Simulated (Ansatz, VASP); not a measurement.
## Be: VASP beside Ansatz

```
Be
1.0
     2.23109    0.00000    0.00000
    -1.11555    1.93218    0.00000
     0.00000    0.00000    3.50464
Be
2
Cartesian
  0.0000 1.2881 2.6285
  1.1155 0.6441 0.8762
```

Alike in both runs: functional LDA; k mesh 20 × 20 × 12; occupations gaussian, width 0.05 eV; no spin polarisation.

Ansatz relaxed the structure, and its values are those at the end. VASP's run is a single point on that final structure, the one shown.

```csv
,VASP,Ansatz
version,VASP 6.6.1,Ansatz 0.2.0
potentials or method,"VASP PAW LDA potentials, release 64 (Be), cutoff 600 eV","scalar-relativistic, plane waves, PAW"
valence electrons in the cell,4,4
```

VASP gave:

```
pressure (GPa) : 0.5
```

Problem. What did Ansatz give for the same quantities?

Solution. Pressure (GPa): 0.0.

LDA's correlation is that of Perdew and Zunger in VASP and of Perdew and Wang (1992) in Ansatz.
